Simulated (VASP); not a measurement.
# MgGe2 (C2/m) in VASP: notebook

The runs below take MgGe2 through single point, with PBE, LDA, RPBE.

Program: VASP 6.6.1. These are calculated values, not measurements. Logs are shortened: lines on timing, memory, paths and dates and some standing lists are left out, and cuts for length are marked.

**1. The cell of the first run**

Symmetry: C2/m, No. 12, monoclinic system. The conventional cell has a = 11.260 Å, b = 3.772 Å, c = 6.949 Å, α = 90.00°, β = 118.17°, γ = 90.00°. Ge (site symmetry m) has 5 Ge at 2.75 to 3.23 Å and 5 Mg at 2.95 to 3.22 Å within 3.6 Å. Within 3.4 Å of Ge (site symmetry m) lie 5 Ge at 2.60 to 3.20 Å and 3 Mg at 2.95 to 3.00 Å. Mg (site symmetry m) has 8 Ge at 2.95 to 3.22 Å and 5 Mg at 3.61 to 3.77 Å within 3.9 Å.

**2. Single point, PBE**

The input, INCAR:

```
SYSTEM = MgGe2
  PREC = Accurate
  ENCUT = 520
  EDIFF = 1E-6
  ISMEAR = -1
  SIGMA = 0.05
  LREAL = .FALSE.
  LASPH = .TRUE.
  NELM = 100
  ALGO = Normal
  ISIF = 2
  LWAVE = .FALSE.
  LCHARG = .FALSE.
  GGA = PE
  NBANDS = 39
```

The input, KPOINTS:

```
regular mesh
0
G
  8 8 5
  0 0 0
```

The input, POSCAR:

```
MgGe2
1.0
    5.6297769048     -1.8861267011      0.0000000000
    5.6297769048      1.8861267011      0.0000000000
   -3.2807317077      0.0000000000      6.1256034046
Ge Mg
4 2
Direct
    0.5292340000      0.5292340000      0.2936210000
    0.4707660000      0.4707660000      0.7063790000
    0.8803900000      0.8803900000      0.9854400000
    0.1196100000      0.1196100000      0.0145600000
    0.8152860000      0.8152860000      0.3492530000
    0.1847140000      0.1847140000      0.6507470000
```

Potentials or basis: VASP PAW PBE potentials, release 64 (Ge_d, Mg).

The run is started by

```bash
$ cat potpaw_PBE.64/Ge_d/POTCAR potpaw_PBE.64/Mg/POTCAR > POTCAR
$ mpirun -np 1 vasp_std > vasp.out
```

OUTCAR:

```text
SYSTEM = MgGe2
   PREC = Accurate
   ENCUT = 520
   EDIFF = 1E-6
   ISMEAR = -1
   LREAL = .FALSE.
   LASPH = .TRUE.
   NELM = 100
   ISIF = 2
   GGA = PE

 ion  position               nearest neighbor table
   1  0.529  0.529  0.294-   3 2.75   3 2.75   6 2.95   6 2.95   5 3.06   5 3.22   5 3.22
   2  0.471  0.471  0.706-   4 2.75   4 2.75   5 2.95   5 2.95   6 3.06   6 3.22   6 3.22
   3  0.880  0.880  0.985-   4 2.60   1 2.75   1 2.75   5 2.95   6 3.00   6 3.00
   4  0.120  0.120  0.015-   3 2.60   2 2.75   2 2.75   6 2.95   5 3.00   5 3.00
   5  0.815  0.815  0.349-   2 2.95   2 2.95   3 2.95   4 3.00   4 3.00   1 3.06   1 3.22   1 3.22
                             6 3.61   6 3.61
   6  0.185  0.185  0.651-   1 2.95   1 2.95   4 2.95   3 3.00   3 3.00   2 3.06   2 3.22   2 3.22
                             5 3.61   5 3.61

  LATTYP: Found a base centered monoclinic cell.
 ALAT       =    11.2595538096
 B/A-ratio  =     0.3350268995
 C/A-ratio  =     0.6171495446
 COS(beta)  =    -0.4721273096

  Lattice vectors:

 A1 = (   5.6297769048,  -1.8861267011,   0.0000000000)
 A2 = (   5.6297769048,   1.8861267011,   0.0000000000)
 A3 = (  -3.2807317077,   0.0000000000,   6.1256034046)

Analysis of symmetry for initial positions (statically):
=====================================================================
 Subroutine PRICEL returns:
 Original cell was already a primitive cell.

 Routine SETGRP: Setting up the symmetry group for a
 base centered monoclinic supercell.

 Subroutine GETGRP returns: Found  4 space group operations
 (whereof  4 operations were pure point group operations)
 out of a pool of  4 trial point group operations.

The static configuration has the point symmetry C_2h.

Analysis of symmetry for dynamics (positions and initial velocities):
=====================================================================
 Subroutine PRICEL returns:
 Original cell was already a primitive cell.

 Routine SETGRP: Setting up the symmetry group for a
 base centered monoclinic supercell.

 Subroutine GETGRP returns: Found  4 space group operations
 (whereof  4 operations were pure point group operations)
 out of a pool of  4 trial point group operations.

The dynamic configuration has the point symmetry C_2h.

 Subroutine INISYM returns: Found  4 space group operations
 (whereof  4 operations are pure point group operations),
[... 103 lines left out ...]
   NELM   =    100;   NELMIN=  2; NELMDL= -5     # of ELM steps
   EDIFF  = 0.1E-05   stopping-criterion for ELM
   LREAL  =      F    real-space projection
   EDIFFG = 0.1E-04   stopping-criterion for IOM
   NSW    =      0    number of steps for IOM
   IBRION =     -1    ionic relax: 0-MD 1-quasi-New 2-CG
   NFREE  =      0    steps in history (QN), initial steepest desc. (CG)
   ISIF   =      2    stress and relaxation
   ISYM   =      2    0-nonsym 1-usesym 2-fastsym
   POTIM  = 0.5000    time-step for ionic-motion
   TEBEG  =    0.0;   TEEND  =   0.0 temperature during run
   PSTRESS=    0.0 pullay stress
   NELECT =      60.0000    total number of electrons
   NUPDOWN=      -1.0000    fix difference up-down
   EMIN   =  10.00;   EMAX   =-10.00  energy-range for DOS
   EFERMI =   0.00;   METHOD = LEGACY
   ISMEAR =    -1;   SIGMA  =   0.05  broadening in eV -4-tet -1-fermi 0-gaus
   EFERMI_NEDOS =   21; number of points for ismear=-14 and -15
   IALGO  =     38    algorithm
   IMIX   =      4    mixing-type and parameters
     AMIX     =   0.40;   BMIX     =  1.00
     AMIX_MAG =   1.60;   BMIX_MAG =  1.00
  volume/ion in A,a.u.               =      21.68       146.31
  Fermi-wavevector in a.u.,A,eV,Ry     =   1.264867  2.390252 21.767813  1.599889
  Thomas-Fermi vector in A             =   2.398150
   LORBIT       =      0    0 simple, 1 ext, 2 COOP (PROOUT), +10 PAW based schemes
   GGA     = PE    functional components
   LHFCALC =     F    Hartree Fock is set to
   AEXX    =    0.0000 exact exchange contribution
   IVDW    =     0    specifies the selected vdW correction
   LEPSILON=     F    determine dielectric tensor
   LRPA    =     F    only Hartree local field effects (RPA)
 non-spin polarized calculation
  energy-cutoff  :      520.00
  volume of cell :      130.09
 maximum number of plane-waves:      3527
 NGX is ok and might be reduce to    48
   NGX = 23   NGY = 23   NGZ = 25

 number of electron      60.0000000 magnetization

 Free energy of the ion-electron system (eV)
  ---------------------------------------------------
  ext. energy  EPLUGINS =         0.00000000
  ---------------------------------------------------
  free energy    TOTEN  =       -20.71859277 eV

  energy without entropy =      -20.69699312  energy(sigma->0) =      -20.70779294

 E-fermi :   4.4856     XC(G=0):  -9.8841

 val. band max:        4.4781707599   @ k =  -0.3750   0.1250   0.2000
 cond. band min:       4.4882324808   @ k =   0.5000   0.1250   0.0000
 fundamental gap:      0.0100617209
 Fermi energy:         4.4856051405

 k-point     1 :       0.0000    0.0000    0.0000
  band No.  band energies     occupation
      1     -20.0280      2.00000
      2     -20.0280      2.00000
      3     -20.0217      2.00000
      4     -20.0063      2.00000
      5     -20.0005      2.00000
      6     -19.9979      2.00000
[... 997 lines left out ...]
     38       9.6870      0.00000
     39      10.6795      0.00000

 [... further k-points ...]

------------------------ aborting loop because EDIFF is reached ----------------------------------------

  FORCE on cell =-STRESS in cart. coord.  units (eV):
  Direction    XX          YY          ZZ          XY          YZ          ZX
  --------------------------------------------------------------------------------------
  -------------------------------------------------------------------------------------
  Total       -2.6388431     -2.0211269     -2.9574550      0.0000000      0.0000000     -0.0388103
  in kB      -32.4999902    -24.8921982    -36.4240142      0.0000000      0.0000000     -0.4779877
  external PRESSURE =     -31.2720675 kB  Pullay stress =       0.0000000 kB

 VOLUME and BASIS-vectors are now :
 -----------------------------------------------------------------------------
  energy-cutoff  :      520.00
  volume of cell :      130.09
      direct lattice vectors                 reciprocal lattice vectors
     5.629776905 -1.886126701  0.000000000     0.088813466 -0.265093538  0.047566441
     5.629776905  1.886126701  0.000000000     0.088813466  0.265093538  0.047566441
    -3.280731708  0.000000000  6.125603405     0.000000000  0.000000000  0.163249224

 POSITION                                       TOTAL-FORCE (eV/Angst)
 -----------------------------------------------------------------------------------
      4.99565      0.00000      1.79861        -0.110626      0.000000     -0.071151
      2.98318      0.00000      4.32700         0.110626      0.000000      0.071151
      6.67983      0.00000      6.03641         0.166033      0.000000      0.116743
      1.29899      0.00000      0.08919        -0.166033      0.000000     -0.116743
      8.03395      0.00000      2.13939         0.000937      0.000000     -0.019310
     -0.05513      0.00000      3.98622        -0.000937      0.000000      0.019310
 -----------------------------------------------------------------------------------
    total drift:                               -0.000000     -0.000000      0.000000

  FREE ENERGIE OF THE ION-ELECTRON SYSTEM (eV)
  ---------------------------------------------------
  free  energy   TOTEN  =       -20.7185927707 eV

  energy  without entropy=      -20.6969931172  energy(sigma->0) =      -20.70779294
```

OSZICAR:

```text
N       E                     dE             d eps       ncg     rms          rms(c)
DAV:   1     0.569043403793E+03    0.56904E+03   -0.28952E+04  8639   0.362E+03
DAV:   2     0.818160293455E+02   -0.48723E+03   -0.47047E+03  7254   0.898E+02
DAV:   3    -0.149107638795E+02   -0.96727E+02   -0.94818E+02  8165   0.207E+02
DAV:   4    -0.209543271792E+02   -0.60436E+01   -0.60182E+01  8548   0.580E+01
DAV:   5    -0.210990542037E+02   -0.14473E+00   -0.14470E+00  8033   0.106E+01    0.318E+00
DAV:   6    -0.207943310904E+02    0.30472E+00   -0.39785E-01 10795   0.591E+00    0.177E+00
DAV:   7    -0.207230262341E+02    0.71305E-01   -0.21751E-01  8112   0.301E+00    0.535E-01
DAV:   8    -0.207188109405E+02    0.42153E-02   -0.28289E-02  8066   0.119E+00    0.174E-01
DAV:   9    -0.207186465816E+02    0.16436E-03   -0.43069E-03  8614   0.472E-01    0.835E-02
DAV:  10    -0.207185955338E+02    0.51048E-04   -0.32440E-04  8185   0.130E-01    0.384E-02
DAV:  11    -0.207185916436E+02    0.38903E-05   -0.46989E-05  8748   0.265E-01    0.864E-03
DAV:  12    -0.207185918073E+02   -0.16375E-06   -0.12871E-05  7002   0.898E-02    0.647E-03
DAV:  13    -0.207185927707E+02   -0.96338E-06   -0.46731E-06  7875   0.180E-02
   1 F= -.20718593E+02 E0= -.20707793E+02  d E =-.215997E-01
```

stdout:

```text
POSCAR found type information on POSCAR GeMg
 POSCAR found :  2 types and       6 ions
 scaLAPACK will be used
 LDA part: xc-table for (Slater+PW92), standard interpolation
 POSCAR, INCAR and KPOINTS ok, starting setup
 FFT: planning ... GRIDC
 FFT: planning ... GRID_SOFT
 FFT: planning ... GRID
 WAVECAR not read
 entering main loop
```

Wall time 9.2 min (1 thread of Intel Xeon Platinum 8488C (Sapphire Rapids), shared host); peak memory 0.59 GiB.

Results:

| Property | Result |
| --- | --- |
| Free energy | -20.7186 eV |
| Pressure | -3.1 GPa |
| Largest force | 0.203 eV/Å |
| Band gap on the k mesh | zero (bands 30 and 31 overlap by 1.78 eV) |

Forces on the atoms (eV/Å):
```
Ge  -0.111  0.000 -0.071
Ge   0.111  0.000  0.071
Ge   0.166  0.000  0.117
Ge  -0.166  0.000 -0.117
Mg   0.001  0.000 -0.019
Mg  -0.001  0.000  0.019
```

Levels at points of the mesh, in eV from the Fermi level:
| k point | band 28 | band 29 | band 30 | band 31 | band 32 | band 33 |
| --- | --- | --- | --- | --- | --- | --- |
| (0.00, 0.00, 0.00) | -0.61 | 0.08 | 1.02 | 1.08 | 2.34 | 2.51 |
| (0.50, 0.00, 0.00) | -2.94 | -1.22 | -1.15 | -0.45 | 0.42 | 1.70 |
| (0.50, 0.50, 0.00) | -1.10 | 0.30 | 0.41 | 1.03 | 1.67 | 2.69 |

Caveat: the cell stands under tension.

**3. Single point, LDA**

This run uses another cell than the first one, of 20.45 Å³/atom.

The input, INCAR:

```
SYSTEM = MgGe2
PREC = Accurate ; ENCUT = 520
EDIFF = 1E-7 ; ISMEAR = -1
SIGMA = 0.05 ; LREAL = .FALSE.
LASPH = .TRUE. ; NELM = 80
ALGO = Normal ; ISIF = 2
LWAVE = .FALSE. ; LCHARG = .FALSE.
GGA = CA ; NBANDS = 39
```

The input, KPOINTS:

```
Automatic mesh
0
G
  8 8 5
  0 0 0
```

POSCAR: that of step 2 with these lines changed.

```diff
@@ -2,5 +2,5 @@
 1.0
-    5.6297769048     -1.8861267011      0.0000000000
-    5.6297769048      1.8861267011      0.0000000000
-   -3.2807317077      0.0000000000      6.1256034046
+    5.5214850000     -1.8498460000      0.0000000000
+    5.5214850000      1.8498460000      0.0000000000
+   -3.2176250000      0.0000000000      6.0077740000
 Ge Mg
```

Potentials or basis: VASP PAW LDA potentials, release 64 (Ge_d, Mg).

The run is started by

```bash
$ cat potpaw_LDA.64/Ge_d/POTCAR potpaw_LDA.64/Mg/POTCAR > POTCAR
$ mpirun -np 1 vasp_std > vasp.out
```

It took 6.4 min on 1 thread of Intel Xeon 6975P-C (Granite Rapids), shared host; peak memory 0.51 GiB.

Results (log left out):

```
Free energy            : -24.4472 eV
Pressure               : -4.7 GPa
Largest force          : 0.233 eV/Å
Band gap on the k mesh : zero (bands 30 and 31 overlap by 1.84 eV)
```

Forces in eV/Å, atoms in the order of the input:
```
Ge  -0.131  0.000 -0.072
Ge   0.131  0.000  0.072
Ge   0.176  0.000  0.152
Ge  -0.176  0.000 -0.152
Mg  -0.006  0.000 -0.030
Mg   0.006  0.000  0.030
```

Stress tensor (GPa, compression positive):
```
-4.65  0.00 -0.23
 0.00 -3.90  0.00
-0.23  0.00 -5.62
```

Levels at points of the mesh, in eV from the Fermi level:
| k point | band 28 | band 29 | band 30 | band 31 | band 32 | band 33 |
| --- | --- | --- | --- | --- | --- | --- |
| (0.00, 0.00, 0.00) | -0.67 | 0.16 | 1.10 | 1.12 | 2.41 | 2.60 |
| (0.50, 0.00, 0.00) | -3.05 | -1.28 | -1.21 | -0.50 | 0.47 | 1.75 |
| (0.50, 0.50, 0.00) | -1.08 | 0.37 | 0.46 | 1.11 | 1.73 | 2.79 |

Caveat: the cell stands under tension.

**4. Single point, PBE**

This run uses another cell than the first one, of 20.45 Å³/atom.

The input, INCAR:

```
SYSTEM = MgGe2
ALGO = Normal
EDIFF = 1E-7
ENCUT = 520
GGA = PE
ISIF = 2
ISMEAR = -1
LASPH = .True.
LCHARG = .False.
LREAL = .False.
LWAVE = .False.
NBANDS = 39
NELM = 80
PREC = Accurate
SIGMA = 0.05
```

The input, KPOINTS:

```
k-points
0
Gamma
  8 8 5
  0 0 0
```

POSCAR is that of step 3.

Potentials or basis: VASP PAW PBE potentials, release 64 (Ge_d, Mg).

The run is started by

```bash
$ cat potpaw_PBE.64/Ge_d/POTCAR potpaw_PBE.64/Mg/POTCAR > POTCAR
$ mpirun -np 1 vasp_std > vasp.out
```

Run time: 5.6 min. Hardware: 1 thread of Intel Xeon 6975P-C (Granite Rapids), shared host; peak memory 0.56 GiB.

It converged, with:

* Free energy: -20.8033 eV
* Pressure: -0.4 GPa
* Largest force: 0.125 eV/Å
* Band gap on the k mesh: zero (bands 30 and 31 overlap by 1.85 eV)

Forces in eV/Å, atoms in the order of the input:
```
Ge  -0.117  0.000  0.044
Ge   0.117  0.000 -0.044
Ge  -0.024  0.000  0.014
Ge   0.024  0.000 -0.014
Mg  -0.019  0.000  0.002
Mg   0.019  0.000 -0.002
```

Stress tensor (GPa, compression positive):
```
-0.56  0.00 -0.02
 0.00  0.17  0.00
-0.02  0.00 -0.92
```

Levels at points of the mesh, in eV from the Fermi level:
```tsv
k point	band 26	band 27	band 28	band 29	band 30	band 31	band 32	band 33	band 34	band 35
(0.00, 0.00, 0.00)	-3.48	-3.06	-0.68	0.19	1.11	1.15	2.42	2.59	2.69	3.48
(0.50, 0.00, 0.00)	-4.00	-3.71	-3.06	-1.30	-1.22	-0.52	0.50	1.75	2.53	3.35
(0.50, 0.50, 0.00)	-2.09	-1.21	-1.08	0.40	0.48	1.15	1.75	2.80	3.14	3.46
```

**5. Single point, RPBE**

This run uses another cell than the first one, of 20.45 Å³/atom.

The input, INCAR:

```
PREC = Accurate
ENCUT = 520
EDIFF = 1E-6
ISMEAR = -1
SIGMA = 0.05
LREAL = False
LASPH = True
NELM = 100
ALGO = Normal
ISIF = 2
LWAVE = False
LCHARG = False
GGA = RP
NBANDS = 39
```

The input, KPOINTS:

```
regular mesh
0
Gamma
  8 8 5
```

POSCAR is that of step 4.

The run is started by

```bash
$ cat potpaw_PBE.64/Ge_d/POTCAR potpaw_PBE.64/Mg/POTCAR > POTCAR
$ mpirun -np 1 vasp_std > vasp.out
```

Run time: 4.8 min. Hardware: 1 thread of Intel Xeon 6975P-C (Granite Rapids), shared host; peak memory 0.57 GiB.

The run converged. Its results:

```
Free energy            : -19.0035 eV
Pressure               : 1.0 GPa
Largest force          : 0.136 eV/Å
Band gap on the k mesh : zero (bands 30 and 31 overlap by 1.85 eV)
```

Forces in eV/Å, atoms in the order of the input:
```
Ge  -0.121  0.000  0.062
Ge   0.121  0.000 -0.062
Ge  -0.060  0.000 -0.019
Ge   0.060  0.000  0.019
Mg  -0.024  0.000  0.016
Mg   0.024  0.000 -0.016
```

Stress tensor (GPa, compression positive):
```
0.79 0.00 0.02
0.00 1.52 0.00
0.02 0.00 0.55
```

Levels at points of the mesh, in eV from the Fermi level:
| k point | band 28 | band 29 | band 30 | band 31 | band 32 | band 33 |
| --- | --- | --- | --- | --- | --- | --- |
| (0.00, 0.00, 0.00) | -0.69 | 0.21 | 1.11 | 1.16 | 2.42 | 2.58 |
| (0.50, 0.00, 0.00) | -3.06 | -1.31 | -1.23 | -0.54 | 0.53 | 1.75 |
| (0.50, 0.50, 0.00) | -1.08 | 0.41 | 0.49 | 1.17 | 1.75 | 2.80 |

Caveat: the PAW data sets were made with another functional, which shifts forces and pressure a little.

**6. Single point, PBE**

This run uses another cell than the first one, of 19.23 Å³/atom.

The input, INCAR:

```
SYSTEM = MgGe2
PREC = Accurate
ENCUT = 520
EDIFF = 1E-6
ISMEAR = -1
SIGMA = 0.05
LREAL = .FALSE.
LASPH = .TRUE.
NELM = 100
ALGO = Normal
ISIF = 2
LWAVE = .FALSE.
LCHARG = .FALSE.
GGA = PE
NBANDS = 39
```

The input, KPOINTS:

```
Automatic mesh
0
G
  8 8 5
  0 0 0
```

POSCAR: that of step 5 with these lines changed.

```diff
@@ -2,5 +2,5 @@
 1.0
-    5.5214850000     -1.8498460000      0.0000000000
-    5.5214850000      1.8498460000      0.0000000000
-   -3.2176250000      0.0000000000      6.0077740000
+    5.4087700055     -1.8120834449      0.0000000000
+    5.4087700055      1.8120834449      0.0000000000
+   -3.1519407531      0.0000000000      5.8851319547
 Ge Mg
```

Potentials or basis: VASP PAW PBE potentials, release 64 (Ge_d, Mg).

The run is started by

```bash
$ cat potpaw_PBE.64/Ge_d/POTCAR potpaw_PBE.64/Mg/POTCAR > POTCAR
$ mpirun -np 1 vasp_std > vasp.out
```

It took 12 min on 1 thread of Intel Xeon 8259CL, shared host; peak memory 0.51 GiB.

Results (log left out):

* Free energy: -20.7404 eV
* Pressure: 3.3 GPa
* Largest force: 0.300 eV/Å
* Band gap on the k mesh: zero (bands 30 and 31 overlap by 1.96 eV)

Forces in eV/Å, atoms in the order of the input:
```
Ge  -0.129  0.000  0.193
Ge   0.129  0.000 -0.193
Ge  -0.276  0.000 -0.117
Ge   0.276  0.000  0.117
Mg  -0.040  0.000  0.029
Mg   0.040  0.000 -0.029
```

Stress tensor (GPa, compression positive):
```
3.25 0.00 0.00
0.00 3.84 0.00
0.00 0.00 2.84
```

Levels at points of the mesh, in eV from the Fermi level:
```csv
k point,band 26,band 27,band 28,band 29,band 30,band 31,band 32,band 33,band 34,band 35
"(0.00, 0.00, 0.00)",-3.68,-3.18,-0.75,0.32,1.15,1.29,2.51,2.67,2.85,3.64
"(0.50, 0.00, 0.00)",-4.26,-3.96,-3.20,-1.38,-1.32,-0.61,0.60,1.81,2.67,3.54
"(0.50, 0.50, 0.00)",-2.14,-1.31,-1.05,0.49,0.57,1.28,1.85,2.91,3.31,3.61
```

Caveat: the cell stands under pressure.

**7. Summary**

```tsv
level	potentials or basis	cell	gap on the mesh (eV)	pressure (GPa)	largest force (eV/Å)
PBE	VASP PAW PBE potentials, release 64 (Ge_d, Mg)	a = 5.937, b = 5.937, c = 6.949 Å, angles 116.6, 116.6, 37.0°, 6 atoms	none	-3.1	0.20
LDA	VASP PAW LDA potentials, release 64 (Ge_d, Mg)	a = 5.823, b = 5.823, c = 6.815 Å, angles 116.6, 116.6, 37.0°, 6 atoms	none	-4.7	0.23
PBE	VASP PAW PBE potentials, release 64 (Ge_d, Mg)	a = 5.823, b = 5.823, c = 6.815 Å, angles 116.6, 116.6, 37.0°, 6 atoms	none	-0.4	0.12
RPBE	VASP PAW PBE potentials, release 64 (Ge_d, Mg)	a = 5.823, b = 5.823, c = 6.815 Å, angles 116.6, 116.6, 37.0°, 6 atoms	none	1.0	0.14
PBE	VASP PAW PBE potentials, release 64 (Ge_d, Mg)	a = 5.704, b = 5.704, c = 6.676 Å, angles 116.6, 116.6, 37.0°, 6 atoms	none	3.3	0.30
```

Alike in all rows: task single point; no spin polarisation; k mesh 8 × 8 × 5; cutoff (eV) 520; smearing fermi-dirac 0.05 eV.

Caveats: the cell stands under tension (at least some runs); the PAW data sets were made with another functional, which shifts forces and pressure a little (at least some runs); the cell stands under pressure (at least some runs).

Total energies depend on the potentials used, so only differences within one code and one set of settings carry meaning.
